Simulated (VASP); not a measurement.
# C (I4_1/amd) in VASP: notebook

C is run at these levels: PBE, r2SCAN; tasks: single point.

Program: VASP 6.6.1. These are calculated values, not measurements. Logs are shortened: lines on timing, memory, paths and dates and some standing lists are left out, and cuts for length are marked.

### Step 1. The cell of the first run

It takes space group I4_1/amd (No. 141, tetragonal). The conventional cell has a = 2.517 Å, b = 2.517 Å, c = 3.525 Å, α = 90.00°, β = 90.00°, γ = 90.00°. Within 2.0 Å of C (site symmetry -4m2) lie 4 C at 1.54 Å.

### Step 2. Single point, PBE (uniaxial z strain -1.0%)

INCAR

```
PREC     = Accurate       # precision mode
ENCUT    = 520            # plane-wave cutoff, eV
EDIFF    = 1E-6           # SCF threshold, eV
ISMEAR   = -1             # smearing method
SIGMA    = 0.02           # smearing width, eV
LREAL    = False          # projectors in reciprocal space
LASPH    = True           # aspherical terms in the spheres
NELM     = 80             # most SCF steps
ALGO     = Normal         # electronic algorithm
ISIF     = 2              # what is computed and relaxed
LWAVE    = False          # write WAVECAR
LCHARG   = False          # write CHGCAR
GGA      = PE             # functional
NBANDS   = 11             # bands
```

KPOINTS

```
Automatic mesh
0
Gamma
  12 12 12
```

POSCAR

```
C
1.0
    0.0000000000      1.7801241425      1.7623229011
    1.7801241425      0.0000000000      1.7623229011
    1.7801241425      1.7801241425      0.0000000000
C
2
Direct
    0.0000000000      0.0000000000      0.0000000000
    0.2500000000      0.2500000000      0.2500000000
```

Potentials or basis: VASP PAW PBE potentials, release 64 (C).

The run is started by

```console
$ cat potpaw_PBE.64/C/POTCAR > POTCAR
$ mpirun -np 1 vasp_std > vasp.out
```

OUTCAR:

```text
PREC = Accurate
   ENCUT = 520
   EDIFF = 1E-6
   ISMEAR = -1
   LREAL = False
   LASPH = True
   NELM = 80
   ISIF = 2
   GGA = PE

 ion  position               nearest neighbor table
   1  0.000  0.000  0.000-   2 1.54   2 1.54   2 1.54   2 1.54
   2  0.250  0.250  0.250-   1 1.54   1 1.54   1 1.54   1 1.54

  LATTYP: Found a body centered tetragonal cell.
 ALAT       =     2.5174757050
 C/A-ratio  =     1.4000714268

  Lattice vectors:

 A1 = (   0.0000000000,  -1.7801241425,  -1.7623229011)
 A2 = (   0.0000000000,   1.7801241425,  -1.7623229011)
 A3 = (   1.7801241425,   0.0000000000,   1.7623229011)

Analysis of symmetry for initial positions (statically):
=====================================================================
 Subroutine PRICEL returns:
 Original cell was already a primitive cell.

 Routine SETGRP: Setting up the symmetry group for a
 body centered tetragonal supercell.

 Subroutine GETGRP returns: Found 16 space group operations
 (whereof  8 operations were pure point group operations)
 out of a pool of 16 trial point group operations.

The static configuration has the point symmetry D_2d.
 The point group associated with its full space group is D_4h.

Analysis of symmetry for dynamics (positions and initial velocities):
=====================================================================
 Subroutine PRICEL returns:
 Original cell was already a primitive cell.

 Routine SETGRP: Setting up the symmetry group for a
 body centered tetragonal supercell.

 Subroutine GETGRP returns: Found 16 space group operations
 (whereof  8 operations were pure point group operations)
 out of a pool of 16 trial point group operations.

The dynamic configuration has the point symmetry D_2d.
 The point group associated with its full space group is D_4h.

 Subroutine INISYM returns: Found 16 space group operations
 (whereof  8 operations are pure point group operations),
 and found     1 'primitive' translations

----------------------------------------------------------------------------------------

                                     Primitive cell

  volume of cell :      11.1690

  direct lattice vectors                    reciprocal lattice vectors
     0.000000000  1.780124143  1.762322901    -0.280879287  0.280879287  0.283716452
     1.780124143  0.000000000  1.762322901     0.280879287 -0.280879287  0.283716452
     1.780124143  1.780124143  0.000000000     0.280879287  0.280879287 -0.283716452

  length of vectors
     2.504919953  2.504919953  2.517475705     0.488140730  0.488140730  0.488140730

  position of ions in fractional coordinates (direct lattice)
     0.000000000  0.000000000  0.000000000
     0.250000000  0.250000000  0.250000000

  ion indices of the primitive-cell ions
   primitive index   ion index
                 1           1
                 2           2

----------------------------------------------------------------------------------------

 KPOINTS: Automatic mesh

Automatic generation of k-mesh.
 Grid dimensions read from file:
 generate k-points for:   12   12   12

 Generating k-lattice:

  Cartesian coordinates                     Fractional coordinates (reciprocal lattice)
    -0.023406607  0.023406607  0.023643038     0.083333333  0.000000000  0.000000000
     0.023406607 -0.023406607  0.023643038     0.000000000  0.083333333  0.000000000
     0.023406607  0.023406607 -0.023643038    -0.000000000 -0.000000000  0.083333333

  Length of vectors
     0.040678394  0.040678394  0.040678394

  Shift w.r.t. Gamma in fractional coordinates (k-lattice)
     0.000000000  0.000000000  0.000000000

 Subroutine IBZKPT returns following result:
 ===========================================

 Found    163 irreducible k-points:

 Following reciprocal coordinates:
            Coordinates               Weight
  0.000000  0.000000  0.000000      1.000000
  0.083333  0.000000  0.000000      8.000000
  0.166667  0.000000  0.000000      8.000000
  0.250000  0.000000  0.000000      8.000000
  0.333333 -0.000000  0.000000      8.000000
  0.416667  0.000000  0.000000      8.000000
[... 16 lines left out ...]
  0.500000  0.166667  0.000000      8.000000
 -0.416667  0.166667  0.000000      8.000000
 [... further k-points ...]
   k-points           NKPTS =    163   k-points in BZ     NKDIM =    163   number of bands    NBANDS=     11
   number of dos      NEDOS =    301   number of ions     NIONS =      2
   total plane-waves  NPLWV =   8000
   dimension x,y,z NGX =    20 NGY =   20 NGZ =   20
   dimension x,y,z NGXF=    40 NGYF=   40 NGZF=   40
   ions per type =               2
   NGX,Y,Z   is equivalent  to a cutoff of  13.27, 13.27, 13.21 a.u.
   NGXF,Y,Z  is equivalent  to a cutoff of  26.55, 26.55, 26.41 a.u.
 SYSTEM =  unknown system
   PREC   = accura    normal or accurate (medium, high low for compatibility)
   ISTART =      0    job   : 0-new  1-cont  2-samecut
   ICHARG =      2    charge: 1-file 2-atom 10-const
   ISPIN  =      1    spin polarized calculation?
   LNONCOLLINEAR =      F non collinear calculations
   LSORBIT =      F    spin-orbit coupling
   LASPH  =      T    aspherical Exc in radial PAW
   ENCUT  =  520.0 eV  38.22 Ry    6.18 a.u.   4.66  4.66  4.68*2*pi/ulx,y,z
   NELM   =     80;   NELMIN=  2; NELMDL= -5     # of ELM steps
   EDIFF  = 0.1E-05   stopping-criterion for ELM
   LREAL  =      F    real-space projection
   EDIFFG = 0.1E-04   stopping-criterion for IOM
   NSW    =      0    number of steps for IOM
   IBRION =     -1    ionic relax: 0-MD 1-quasi-New 2-CG
   NFREE  =      0    steps in history (QN), initial steepest desc. (CG)
   ISIF   =      2    stress and relaxation
   ISYM   =      2    0-nonsym 1-usesym 2-fastsym
   POTIM  = 0.5000    time-step for ionic-motion
   TEBEG  =    0.0;   TEEND  =   0.0 temperature during run
   PSTRESS=    0.0 pullay stress
   NELECT =       8.0000    total number of electrons
   NUPDOWN=      -1.0000    fix difference up-down
   EMIN   =  10.00;   EMAX   =-10.00  energy-range for DOS
   EFERMI =   0.00;   METHOD = LEGACY
   ISMEAR =    -1;   SIGMA  =   0.02  broadening in eV -4-tet -1-fermi 0-gaus
   EFERMI_NEDOS =   21; number of points for ismear=-14 and -15
   IALGO  =     38    algorithm
   IMIX   =      4    mixing-type and parameters
     AMIX     =   0.40;   BMIX     =  1.00
     AMIX_MAG =   1.60;   BMIX_MAG =  1.00
  volume/ion in A,a.u.               =       5.58        37.69
  Fermi-wavevector in a.u.,A,eV,Ry     =   1.464759  2.767993 29.191552  2.145519
  Thomas-Fermi vector in A             =   2.580697
   LORBIT       =      0    0 simple, 1 ext, 2 COOP (PROOUT), +10 PAW based schemes
   GGA     = PE    functional components
   LHFCALC =     F    Hartree Fock is set to
   AEXX    =    0.0000 exact exchange contribution
   IVDW    =     0    specifies the selected vdW correction
   LEPSILON=     F    determine dielectric tensor
   LRPA    =     F    only Hartree local field effects (RPA)
 non-spin polarized calculation
  energy-cutoff  :      520.00
  volume of cell :       11.17
 maximum number of plane-waves:       310
   NGX =  9   NGY =  9   NGZ =  9

 number of electron       7.9999999 magnetization

 Free energy of the ion-electron system (eV)
  ---------------------------------------------------
  ext. energy  EPLUGINS =         0.00000000
  ---------------------------------------------------
  free energy    TOTEN  =       -18.17630174 eV

  energy without entropy =      -18.17630174  energy(sigma->0) =      -18.17630174

 E-fermi :  10.4105     XC(G=0): -13.3291

 val. band max:       10.0569411654   @ k =   0.0000   0.0000   0.0000
 cond. band min:      13.9882940213   @ k =   0.3333   0.3333   0.0000
 fundamental gap:      3.9313528559
 Fermi energy:        10.4104674791

 k-point     1 :       0.0000    0.0000    0.0000
  band No.  band energies     occupation
      1     -11.7311      2.00000
      2       9.9055      2.00000
      3       9.9055      2.00000
      4      10.0569      2.00000
      5      15.5059      0.00000
      6      15.6314      0.00000
      7      15.6314      0.00000
      8      23.6438      0.00000
      9      29.4506      0.00000
     10      36.3967      0.00000
     11      36.9105      0.00000

 k-point     2 :       0.0833    0.0000    0.0000
  band No.  band energies     occupation
      1     -11.5366      2.00000
      2       8.7109      2.00000
      3       9.5748      2.00000
      4       9.6846      2.00000
      5      15.9658      0.00000
      6      16.0588      0.00000
      7      16.3380      0.00000
      8      23.7976      0.00000
      9      29.7728      0.00000
     10      34.3137      0.00000
     11      34.6758      0.00000

 k-point     3 :       0.1667    0.0000    0.0000
  band No.  band energies     occupation
      1     -10.9556      2.00000
      2       6.1559      2.00000
      3       8.8555      2.00000
      4       8.9777      2.00000
      5      16.9047      0.00000
      6      16.9808      0.00000
      7      17.4698      0.00000
      8      24.2363      0.00000
      9      30.4434      0.00000
     10      32.7513      0.00000
     11      33.0234      0.00000

 k-point     4 :       0.2500    0.0000    0.0000
  band No.  band energies     occupation
      1      -9.9965      2.00000
      2       3.2911      2.00000
      3       8.1124      2.00000
      4       8.2550      2.00000
      5      17.7728      0.00000
      6      17.8253      0.00000
      7      18.2839      0.00000
      8      24.8479      0.00000
      9      30.8700      0.00000
     10      32.3970      0.00000
     11      32.5636      0.00000
[... 239 lines left out ...]
 k-point    22 :       0.4167    0.1667    0.0000
  band No.  band energies     occupation
      1      -7.4775      2.00000
      2       0.0432      2.00000
      3       5.7497      2.00000
      4       5.7538      2.00000
      5      16.5686      0.00000
      6      21.0436      0.00000
      7      21.3269      0.00000
      8      22.6604      0.00000
      9      31.3013      0.00000
     10      32.8214      0.00000
     11      37.5719      0.00000

 k-point    23 :       0.5000    0.1667    0.0000
  band No.  band energies     occupation
      1      -5.8700      2.00000
      2      -2.2235      2.00000
      3       5.0238      2.00000
      4       5.8363      2.00000
      5      16.9891      0.00000
      6      20.7587      0.00000
      7      21.4690      0.00000
      8      24.2776      0.00000
      9      30.3301      0.00000
     10      34.1435      0.00000
     11      36.7700      0.00000

 k-point    24 :      -0.4167    0.1667    0.0000
  band No.  band energies     occupation
      1      -5.4744      2.00000
      2      -2.6985      2.00000
      3       4.5228      2.00000
      4       6.2168      2.00000
      5      17.4206      0.00000
      6      20.2708      0.00000
      7      21.4591      0.00000
      8      25.5445      0.00000
      9      29.5373      0.00000
     10      34.3071      0.00000
     11      34.8419      0.00000

 [... further k-points ...]
[... 5 lines left out ...]
  --------------------------------------------------------------------------------------
  -------------------------------------------------------------------------------------
  Total        0.4463508      0.4463508      1.1019838      0.0000000      0.0000000     -0.0000000
  in kB       64.0281274     64.0281274    158.0773804      0.0000000      0.0000000     -0.0000000
  external PRESSURE =      95.3778784 kB  Pullay stress =       0.0000000 kB

 VOLUME and BASIS-vectors are now :
 -----------------------------------------------------------------------------
  energy-cutoff  :      520.00
  volume of cell :       11.17
      direct lattice vectors                 reciprocal lattice vectors
     0.000000000  1.780124143  1.762322901    -0.280879287  0.280879287  0.283716452
     1.780124143  0.000000000  1.762322901     0.280879287 -0.280879287  0.283716452
     1.780124143  1.780124143  0.000000000     0.280879287  0.280879287 -0.283716452

 POSITION                                       TOTAL-FORCE (eV/Angst)
 -----------------------------------------------------------------------------------
      0.00000      0.00000      0.00000         0.000000      0.000000      0.000000
      0.89006      0.89006      0.88116        -0.000000     -0.000000     -0.000000
 -----------------------------------------------------------------------------------
    total drift:                                0.000000      0.000000      0.000000

  FREE ENERGIE OF THE ION-ELECTRON SYSTEM (eV)
  ---------------------------------------------------
  free  energy   TOTEN  =       -18.1763017420 eV

  energy  without entropy=      -18.1763017420  energy(sigma->0) =      -18.17630174
```

It took 21 s on 1 thread of AMD EPYC 7R13, shared host; peak memory 0.13 GiB.

What came out:

```yaml
Free_energy: -18.1763 eV
Pressure: 9.5 GPa
Band_gap_on_the_k_mesh: 3.93 eV, indirect (least direct gap 5.45 eV)
```

Levels at points of the mesh, in eV from the valence-band top:
```
           k point  band 1  band 2  band 3  band 4  band 5  band 6  band 7  band 8  band 9
(0.00, 0.00, 0.00)  -21.79   -0.15   -0.15    0.00    5.45    5.57    5.57   13.59   19.39
(0.50, 0.00, 0.00)  -15.92  -13.65   -3.03   -2.85    8.38    8.40    9.02   15.74   22.02
(0.50, 0.50, 0.00)  -12.87  -12.87   -6.59   -6.59    4.53    4.53   16.98   16.98   23.52
(0.50, 0.00, 0.50)  -13.03  -13.03   -6.44   -6.44    4.77    4.77   16.92   16.92   23.37
```

Caveat: the cell differs from its parent crystal (uniaxial z strain -1.0%).

### Step 3. Single point, r2SCAN (uniaxial z strain +2.0%)

POSCAR

```
C
1.0
    0.0000000000      1.7801241425      1.8157266254
    1.7801241425      0.0000000000      1.8157266254
    1.7801241425      1.7801241425      0.0000000000
C
2
Direct
    0.0000000000      0.0000000000      0.0000000000
    0.2500000000      0.2500000000      0.2500000000
```

INCAR.step1

```
SYSTEM = C
  PREC = Accurate
  ENCUT = 910
  ISMEAR = 0
  SIGMA = 0.01
  LREAL = .False.
  LASPH = .True.
  NELM = 120
  NBANDS = 11
  GGA = PE
  ALGO = Normal
  EDIFF = 1E-5
  LWAVE = .True.
  LCHARG = .False.
  GGA_COMPAT = .False.
```

INCAR.step2

```
SYSTEM = C
  PREC = Accurate
  ENCUT = 910
  EDIFF = 1E-6
  ISMEAR = 0
  SIGMA = 0.01
  LREAL = .False.
  LASPH = .True.
  NELM = 120
  ALGO = Normal
  ISIF = 2
  LWAVE = .False.
  LCHARG = .True.
  METAGGA = R2SCAN
  LMIXTAU = .True.
  LELF = .True.
  LVHAR = .True.
  NBANDS = 11
  ISTART = 1
  GGA_COMPAT = .False.
```

KPOINTS

```
Automatic mesh
0
Gamma
  12 12 12
  0 0 0
```

Potentials or basis: VASP PAW PBE potentials, release 64 (C_h).

The run is started by

```console
$ cat potpaw_PBE.64/C_h/POTCAR > POTCAR
$ cp INCAR.step1 INCAR
$ mpirun -np 1 vasp_std > vasp.out
$ cp INCAR.step2 INCAR
$ mpirun -np 1 vasp_std > vasp.out
```

It took 1.9 min on 1 thread of Intel Xeon Platinum 8488C (Sapphire Rapids), shared host; peak memory 0.17 GiB.

The run converged. Its results:

- Free energy: -19.7036 eV
- Pressure: -9.4 GPa
- Band gap on the k mesh: 4.08 eV, indirect (least direct gap 5.65 eV)

Stress tensor (GPa, compression positive):
```
 -2.84   0.00   0.00
  0.00  -2.84   0.00
  0.00   0.00 -22.48
```

Levels at points of the mesh, in eV from the valence-band top:
```csv
k point,band 1,band 2,band 3,band 4,band 5,band 6,band 7,band 8,band 9
"(0.00, 0.00, 0.00)",-22.58,-0.32,0.00,0.00,5.65,5.65,5.91,13.40,20.10
"(0.50, 0.00, 0.00)",-16.72,-13.97,-3.22,-2.85,8.36,8.83,9.15,16.49,22.87
"(0.50, 0.50, 0.00)",-13.77,-13.77,-6.45,-6.45,5.21,5.21,17.51,17.51,24.04
"(0.50, 0.00, 0.50)",-13.46,-13.46,-6.75,-6.75,4.73,4.73,17.60,17.60,24.32
```

Caveat: the cell differs from its parent crystal (uniaxial z strain +2.0%); the cutoff is under 1.25 times the usual one of these potentials, so pressure, stress and relaxed cells hold a basis-set (Pulay) error; the PAW data sets were made with another functional, which shifts forces and pressure a little. A k mesh can miss the band edges.
